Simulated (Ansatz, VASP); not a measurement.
**One calculation of PbO2, two programs**

The input INCAR:

```
SYSTEM = PbO2
PREC = Accurate
ENCUT = 600
EDIFF = 1E-7
ISMEAR = 0
SIGMA = 0.1
LREAL = .FALSE.
LASPH = .TRUE.
NELM = 100
ALGO = Normal
ISIF = 3
LWAVE = .FALSE.
LCHARG = .FALSE.
GGA = PS
IBRION = 2
NSW = 100
EDIFFG = -0.005
```

File KPOINTS:

```
Automatic mesh
0
G
  8 8 10
  0 0 0
```

POSCAR

```
PbO2
1.0
    4.9972607689      0.0000000000      0.0000000000
    0.0000000000      4.9972607689      0.0000000000
    0.0000000000      0.0000000000      3.4115569158
Pb O
2 4
Direct
    0.0000000000      0.0000000000      0.0000000000
    0.5000000000      0.5000000000      0.5000000000
    0.3076225147      0.3076225147      0.0000000000
    0.1923774853      0.8076225147      0.5000000000
    0.6923774853      0.6923774853      0.0000000000
    0.8076225147      0.1923774853      0.5000000000
```

Input for Ansatz:

```yaml
crystal:
  lattice:
    - [4.9972607004, 0.0, 0.0]
    - [0.0, 4.9972607004, 0.0]
    - [0.0, 0.0, 3.4115569378]
  atoms:
    - { symbol: Pb, position: [0.0, 0.0, 0.0] }
    - { symbol: Pb, position: [0.5, 0.5, 0.5] }
    - { symbol: O, position: [0.3076225152, 0.3076225152, 0.0] }
    - { symbol: O, position: [0.1923774848, 0.8076225152, 0.5] }
    - { symbol: O, position: [0.6923774848, 0.6923774848, 0.0] }
    - { symbol: O, position: [0.8076225152, 0.1923774848, 0.5] }
basis:
  ecutwfc: 420
kpoints:
  mp_grid: { grid: [8, 8, 10] }
hamiltonian:
  xc: pbesol
scf:
  occupations: { method: gaussian, width: 0.1 }
output:
  forces: true
  stress: true
  eigenvalues: true
relax:
  adjacent_minimum: "off"
  f_tol: 0.005
  max_steps: 80
  cell: { stress_tol: 0.05 }
```

Alike in both runs: task relaxation of cell and atoms; functional PBEsol; k mesh 8 × 8 × 10; occupations gaussian, width 0.1 eV; no spin polarisation.

|  | VASP | Ansatz |
| --- | --- | --- |
| version | VASP 6.6.1 | Ansatz 0.2.0 |
| potentials or method | VASP PAW PBE potentials, release 64 (Pb_d, O), cutoff 600 eV | scalar-relativistic, plane waves, PAW |
| valence electrons in the cell | 52 | 52 |

```csv
,VASP,Ansatz,Ansatz less VASP
"gap on the k mesh at the Fermi level, each at its own relaxed structure (eV)",none,none,-
relaxed volume (Å³/atom),14.22,14.20,-0.018
relaxed length of the cell vector where the two differ most in proportion (Å),3.414,3.412,-0.0022
```

VASP's potentials were made for PBE, not for PBEsol. A gap of «none» marks a metal or a gap that the smearing closes.

Neither program's run includes spin-orbit coupling.
